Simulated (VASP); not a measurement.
# SiC (Fm-3m) in VASP: single point with HSE06

Aim: the single point of SiC with HSE06.

Everything below comes from runs of VASP 6.6.1. Logs are shortened: lines on timing, memory, paths and dates and some standing lists are left out, and cuts for length are marked.

### 1 The cell of the first run

It takes space group Fm-3m (No. 225, cubic). The conventional cell has a = 3.719 Å, b = 3.719 Å, c = 3.719 Å, α = 90.00°, β = 90.00°, γ = 90.00°. Within 2.5 Å of Si (site symmetry m-3m) lie 6 C at 1.86 Å. C (site symmetry m-3m) has 6 Si at 1.86 Å within 2.5 Å.

### 2 Single point, HSE06 (6.43 Å³/atom)

The input, POSCAR:

```
SiC
1.0
    0.0000000000      1.8594431447      1.8594431447
    1.8594431447      0.0000000000      1.8594431447
    1.8594431447      1.8594431447      0.0000000000
Si C
1 1
Direct
    0.0000000000      0.0000000000      0.0000000000
    0.5000000000      0.5000000000      0.5000000000
```

The input, INCAR.step1:

```
SYSTEM = SiC
PREC = Accurate
ENCUT = 520
EDIFF = 1E-5
ISMEAR = 0
SIGMA = 0.05
LREAL = .False.
LASPH = .True.
NELM = 60
ALGO = Normal
ISIF = 2
LWAVE = .True.
LCHARG = .False.
GGA = PE
NBANDS = 11
```

The input, INCAR.step2:

```
SYSTEM = SiC
PREC = Accurate
ENCUT = 520
EDIFF = 1E-6
ISMEAR = 0
SIGMA = 0.05
LREAL = .False.
LASPH = .True.
NELM = 60
ALGO = Normal
ISIF = 2
LWAVE = .False.
LCHARG = .False.
GGA = PE
LHFCALC = .True.
HFSCREEN = 0.2079
PRECFOCK = Normal
ISTART = 1
NBANDS = 11
```

The input, KPOINTS:

```
regular mesh
0
Gamma
  10 10 10
  0 0 0
```

Potentials or basis: VASP PAW PBE potentials, release 64 (Si, C).

Launch:

```
$ cat potpaw_PBE.64/Si/POTCAR potpaw_PBE.64/C/POTCAR > POTCAR
$ cp INCAR.step1 INCAR
$ mpirun -np 1 vasp_std > vasp.out
$ cp INCAR.step2 INCAR
$ mpirun -np 1 vasp_std > vasp.out
```

OUTCAR:

```text
SYSTEM = SiC
   PREC = Accurate
   ENCUT = 520
   EDIFF = 1E-6
   ISMEAR = 0
   LREAL = .False.
   LASPH = .True.
   NELM = 60
   ISIF = 2
   GGA = PE
   LHFCALC = .True.
   HFSCREEN = 0.2079
   PRECFOCK = Normal
   ISTART = 1

 ion  position               nearest neighbor table
   1  0.000  0.000  0.000-   2 1.86   2 1.86   2 1.86   2 1.86   2 1.86   2 1.86
   2  0.500  0.500  0.500-   1 1.86   1 1.86   1 1.86   1 1.86   1 1.86   1 1.86

  LATTYP: Found a face centered cubic cell.
 ALAT       =     3.7188862894

  Lattice vectors:

 A1 = (   0.0000000000,   1.8594431447,   1.8594431447)
 A2 = (   1.8594431447,   0.0000000000,   1.8594431447)
 A3 = (   1.8594431447,   1.8594431447,   0.0000000000)

Analysis of symmetry for initial positions (statically):
=====================================================================
 Subroutine PRICEL returns:
 Original cell was already a primitive cell.

 Routine SETGRP: Setting up the symmetry group for a
 face centered cubic supercell.

 Subroutine GETGRP returns: Found 48 space group operations
 (whereof 48 operations were pure point group operations)
 out of a pool of 48 trial point group operations.

The static configuration has the point symmetry O_h .

Analysis of symmetry for dynamics (positions and initial velocities):
=====================================================================
 Subroutine PRICEL returns:
 Original cell was already a primitive cell.

 Routine SETGRP: Setting up the symmetry group for a
 face centered cubic supercell.

 Subroutine GETGRP returns: Found 48 space group operations
 (whereof 48 operations were pure point group operations)
 out of a pool of 48 trial point group operations.

The dynamic configuration has the point symmetry O_h .

 Subroutine INISYM returns: Found 48 space group operations
 (whereof 48 operations are pure point group operations),
 and found     1 'primitive' translations

----------------------------------------------------------------------------------------

                                     Primitive cell

  volume of cell :      12.8582

  direct lattice vectors                    reciprocal lattice vectors
     0.000000000  1.859443145  1.859443145    -0.268897708  0.268897708  0.268897708
     1.859443145  0.000000000  1.859443145     0.268897708 -0.268897708  0.268897708
     1.859443145  1.859443145  0.000000000     0.268897708  0.268897708 -0.268897708

  length of vectors
     2.629649714  2.629649714  2.629649714     0.465744493  0.465744493  0.465744493

  position of ions in fractional coordinates (direct lattice)
     0.000000000  0.000000000  0.000000000
     0.500000000  0.500000000  0.500000000

  ion indices of the primitive-cell ions
   primitive index   ion index
                 1           1
                 2           2

----------------------------------------------------------------------------------------

 KPOINTS: regular mesh

Automatic generation of k-mesh.
 Grid dimensions read from file:
 generate k-points for:   10   10   10

 Generating k-lattice:

  Cartesian coordinates                     Fractional coordinates (reciprocal lattice)
    -0.026889771  0.026889771  0.026889771     0.100000000  0.000000000  0.000000000
     0.026889771 -0.026889771  0.026889771     0.000000000  0.100000000  0.000000000
     0.026889771  0.026889771 -0.026889771     0.000000000  0.000000000  0.100000000

  Length of vectors
     0.046574449  0.046574449  0.046574449

  Shift w.r.t. Gamma in fractional coordinates (k-lattice)
     0.000000000  0.000000000  0.000000000

 Subroutine IBZKPT returns following result:
 ===========================================

 Found     47 irreducible k-points:

 Following reciprocal coordinates:
            Coordinates               Weight
  0.000000  0.000000  0.000000      1.000000
  0.100000  0.000000  0.000000      8.000000
  0.200000  0.000000  0.000000      8.000000
  0.300000  0.000000  0.000000      8.000000
  0.400000  0.000000  0.000000      8.000000
  0.500000  0.000000  0.000000      4.000000
[... 16 lines left out ...]
  0.300000  0.300000  0.000000      6.000000
  0.400000  0.300000  0.000000     24.000000
 [... further k-points ...]
   k-points           NKPTS =     47   k-points in BZ     NKDIM =   1000   number of bands    NBANDS=     11
   number of dos      NEDOS =    301   number of ions     NIONS =      2
   total plane-waves  NPLWV =   8000
   dimension x,y,z NGX =    20 NGY =   20 NGZ =   20
   dimension x,y,z NGXF=    40 NGYF=   40 NGZF=   40
   ions per type =               1   1
   NGX,Y,Z   is equivalent  to a cutoff of  12.64, 12.64, 12.64 a.u.
   NGXF,Y,Z  is equivalent  to a cutoff of  25.29, 25.29, 25.29 a.u.
 SYSTEM =  SiC
   PREC   = accura    normal or accurate (medium, high low for compatibility)
   ISTART =      1    job   : 0-new  1-cont  2-samecut
   ICHARG =      0    charge: 1-file 2-atom 10-const
   ISPIN  =      1    spin polarized calculation?
   LNONCOLLINEAR =      F non collinear calculations
   LSORBIT =      F    spin-orbit coupling
   LASPH  =      T    aspherical Exc in radial PAW
   ENCUT  =  520.0 eV  38.22 Ry    6.18 a.u.   4.89  4.89  4.89*2*pi/ulx,y,z
   NELM   =     60;   NELMIN=  2; NELMDL=  0     # of ELM steps
   EDIFF  = 0.1E-05   stopping-criterion for ELM
   LREAL  =      F    real-space projection
   EDIFFG = 0.1E-04   stopping-criterion for IOM
   NSW    =      0    number of steps for IOM
   IBRION =     -1    ionic relax: 0-MD 1-quasi-New 2-CG
   NFREE  =      0    steps in history (QN), initial steepest desc. (CG)
   ISIF   =      2    stress and relaxation
   ISYM   =      3    0-nonsym 1-usesym 2-fastsym
   POTIM  = 0.5000    time-step for ionic-motion
   TEBEG  =    0.0;   TEEND  =   0.0 temperature during run
   PSTRESS=    0.0 pullay stress
   NELECT =       8.0000    total number of electrons
   NUPDOWN=      -1.0000    fix difference up-down
   EMIN   =  10.00;   EMAX   =-10.00  energy-range for DOS
   EFERMI =   0.00;   METHOD = LEGACY
   ISMEAR =     0;   SIGMA  =   0.05  broadening in eV -4-tet -1-fermi 0-gaus
   EFERMI_NEDOS =   21; number of points for ismear=-14 and -15
   IALGO  =     38    algorithm
   IMIX   =      1    mixing-type and parameters
     AMIX     =   0.40;   BMIX     =  1.00
     AMIX_MAG =   1.60;   BMIX_MAG =  1.00
  volume/ion in A,a.u.               =       6.43        43.39
  Fermi-wavevector in a.u.,A,eV,Ry     =   1.397586  2.641055 26.575540  1.953247
  Thomas-Fermi vector in A             =   2.520828
   LORBIT       =      0    0 simple, 1 ext, 2 COOP (PROOUT), +10 PAW based schemes
   GGA     = PE    functional components
   LHFCALC =     T    Hartree Fock is set to
   PRECFOCK=normal    Normal, Fast or Accurate (Low or Medium for compatibility)
   ENCUT4O =  -1.0   cutoff for four orbital integrals eV
   NKREDX  =     1    reduce k-point grid by
   NKREDY  =     1    reduce k-point grid by
   NKREDZ  =     1    reduce k-point grid by
   AEXX    =    0.2500 exact exchange contribution
   HFSCREEN=    0.2079 screening length (either q_TF or 0.3 A-1)
   HFSCREENC=   0.2079 screening length for correlation (either q_TF or 0.3 A-1)
   ENCUTFOCK=  -1.0 apply spherical cutoff to Coloumb kernel
   IVDW    =     0    specifies the selected vdW correction
   LEPSILON=     F    determine dielectric tensor
   LRPA    =     F    only Hartree local field effects (RPA)
 non-spin polarized calculation
 Gauss-broadening in eV      SIGMA  =   0.05
  energy-cutoff  :      520.00
  volume of cell :       12.86
 maximum number of plane-waves:       359
  NGX = 16; NGY = 16; NGZ = 16

 number of electron       8.0000000 magnetization

 Free energy of the ion-electron system (eV)
  ---------------------------------------------------
  ext. energy  EPLUGINS =         0.00000000
  ---------------------------------------------------
  free energy    TOTEN  =       -14.96598987 eV

  energy without entropy =      -14.96598987  energy(sigma->0) =      -14.96598987

 E-fermi :  16.5260     XC(G=0): -11.2748

 val. band max:       16.2073657141   @ k =   0.0000   0.0000   0.0000
 cond. band min:      18.1412734346   @ k =   0.5000   0.5000   0.0000
 fundamental gap:      1.9339077206
 Fermi energy:        16.5259802353

 k-point     1 :       0.0000    0.0000    0.0000
  band No.  band energies     occupation
      1      -7.5021      2.00000
      2      16.2074      2.00000
      3      16.2074      2.00000
      4      16.2074      2.00000
      5      26.4524      0.00000
      6      26.4524      0.00000
      7      26.4524      0.00000
      8      30.5734      0.00000
      9      33.0149      0.00000
     10      33.0149      0.00000
     11      33.6146      0.00000

 k-point     2 :       0.1000    0.0000    0.0000
  band No.  band energies     occupation
      1      -7.1914      2.00000
      2      14.5960      2.00000
      3      15.9332      2.00000
      4      15.9332      2.00000
      5      26.1044      0.00000
      6      27.0388      0.00000
      7      27.0388      0.00000
      8      30.6753      0.00000
      9      30.6753      0.00000
     10      31.0930      0.00000
     11      33.9640      0.00000

 k-point     3 :       0.2000    0.0000    0.0000
  band No.  band energies     occupation
      1      -6.2638      2.00000
      2      11.0940      2.00000
      3      15.3334      2.00000
      4      15.3334      2.00000
      5      25.5709      0.00000
      6      26.9995      0.00000
      7      26.9995      0.00000
      8      30.2858      0.00000
      9      30.2858      0.00000
     10      32.4866      0.00000
     11      32.9457      0.00000
[... 267 lines left out ...]
 k-point    23 :       0.3000    0.3000    0.0000
  band No.  band energies     occupation
      1      -3.8291      2.00000
      2      10.0586      2.00000
      3      11.7034      2.00000
      4      11.7034      2.00000
      5      20.0271      0.00000
      6      20.4319      0.00000
      7      34.2725      0.00000
      8      34.2725      0.00000
      9      34.7444      0.00000
     10      36.3464      0.00000
     11      40.1221      0.00000

 k-point    24 :       0.4000    0.3000    0.0000
  band No.  band energies     occupation
      1      -2.3423      2.00000
      2       7.8908      2.00000
      3      10.1315      2.00000
      4      11.2598      2.00000
      5      19.5355      0.00000
      6      21.0186      0.00000
      7      33.0833      0.00000
      8      33.9882      0.00000
      9      36.5572      0.00000
     10      39.5750      0.00000
     11      41.2110      0.00000

 [... further k-points ...]

------------------------ aborting loop because EDIFF is reached ----------------------------------------

  FORCE on cell =-STRESS in cart. coord.  units (eV):
  Direction    XX          YY          ZZ          XY          YZ          ZX
  --------------------------------------------------------------------------------------
  -------------------------------------------------------------------------------------
  Total        8.4055725      8.4055725      8.4055725     -0.0000000      0.0000000     -0.0000000
  in kB     1047.3676996   1047.3676996   1047.3676996     -0.0000000      0.0000000     -0.0000000
  external PRESSURE =    1047.3676996 kB  Pullay stress =       0.0000000 kB

 VOLUME and BASIS-vectors are now :
 -----------------------------------------------------------------------------
  energy-cutoff  :      520.00
  volume of cell :       12.86
      direct lattice vectors                 reciprocal lattice vectors
     0.000000000  1.859443145  1.859443145    -0.268897708  0.268897708  0.268897708
     1.859443145  0.000000000  1.859443145     0.268897708 -0.268897708  0.268897708
     1.859443145  1.859443145  0.000000000     0.268897708  0.268897708 -0.268897708

 POSITION                                       TOTAL-FORCE (eV/Angst)
 -----------------------------------------------------------------------------------
      0.00000      0.00000      0.00000        -0.000000     -0.000000     -0.000000
      1.85944      1.85944      1.85944         0.000000      0.000000      0.000000
 -----------------------------------------------------------------------------------
    total drift:                               -0.000008     -0.000010     -0.000010

  FREE ENERGIE OF THE ION-ELECTRON SYSTEM (eV)
  ---------------------------------------------------
  free  energy   TOTEN  =       -14.9659898732 eV

  energy  without entropy=      -14.9659898732  energy(sigma->0) =      -14.96598987
```

It took 56 min on 1 thread of Oxide Virtual Turin-like, shared host; peak memory 0.21 GiB.

What came out:

```yaml
Free_energy: -14.9660 eV
Pressure: 104.7 GPa
Band_gap_on_the_k_mesh: 1.93 eV (least direct gap 7.82 eV)
```

Caveat: the cell stands under pressure; the PAW data sets were made with another functional, which shifts forces and pressure a little.
